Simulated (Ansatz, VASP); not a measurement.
**Two plane-wave programs on Ca**

The input INCAR:

```
SYSTEM = Ca
  PREC = Accurate
  ENCUT = 520
  EDIFF = 1E-8
  ISMEAR = -1
  SIGMA = 0.05
  LREAL = .FALSE.
  LASPH = .TRUE.
  NELM = 80
  ALGO = Normal
  ISIF = 2
  LWAVE = .FALSE.
  LCHARG = .FALSE.
  GGA = PS
  LEFG = .TRUE.
  NBANDS = 17
```

Contents of KPOINTS:

```
regular mesh
0
G
  3 3 2
  0 0 0
```

File POSCAR:

```
Ca
1.0
    1.9712759950     -3.3954901800      0.0000000000
    1.9712759950      3.3954901800      0.0000000000
    0.0000000000      0.0000000000      6.5091117400
Ca
2
Direct
    0.8355866000      0.1644134000      0.2500000000
    0.1644134000      0.8355866000      0.7500000000
```

Input for Ansatz:

```yaml
crystal:
  lattice:
    - [1.971275995, -3.39549018, 0.0]
    - [1.971275995, 3.39549018, 0.0]
    - [0.0, 0.0, 6.50911174]
  atoms:
    - { symbol: Ca, position: [0.8355866, 0.1644134, 0.25] }
    - { symbol: Ca, position: [0.1644134, 0.8355866, 0.75] }
kpoints:
  mp_grid: { grid: [3, 3, 2] }
scf:
  occupations: { method: fermi_dirac, width: 0.05 }
hamiltonian:
  xc: pbesol
  pseudopotentials: { kind: paw }
output:
  forces: true
  stress: true
  eigenvalues: true
  efg: { contact_densities: true }
```

Alike in both runs: task electric field gradients; functional PBEsol; k mesh 3 × 3 × 2; occupations fermi-dirac, width 0.05 eV; no spin polarisation.

|  | VASP | Ansatz |
| --- | --- | --- |
| version | VASP 6.6.1 | Ansatz 0.2.0 |
| potentials or method | VASP PAW PBE potentials, release 64 (Ca_sv) | PAW with Ansatz's default frozen-core files, scalar-relativistic |
| plane-wave cutoff (eV) | 520 | 420 |
| valence electrons in the cell | 20 | 20 |

VASP gave:

| Property | Result |
| --- | --- |
| pressure (GPa) | -1.2 |
| traceless stress, the component that is largest in VASP (GPa) | 0.76 |
| rms of the force components (eV/Å) | 0.009 |
| size of Vzz on the site where it differs most (V/Å²) | 17.2 |

Q: Estimate Ansatz's values.

A: Pressure (GPa): -1.2; traceless stress, the component that is largest in VASP (GPa): 0.76; rms of the force components (eV/Å): 0.009; size of Vzz on the site where it differs most (V/Å²): 16.8.

VASP's potentials were made for PBE, not for PBEsol. Atom by atom the forces differ by 0.000 eV/Å (rms over components). With one functional, cell and mesh, what is left measures potentials, basis and numerics.

The k mesh is coarse, so the values compare programs but aren't converged.
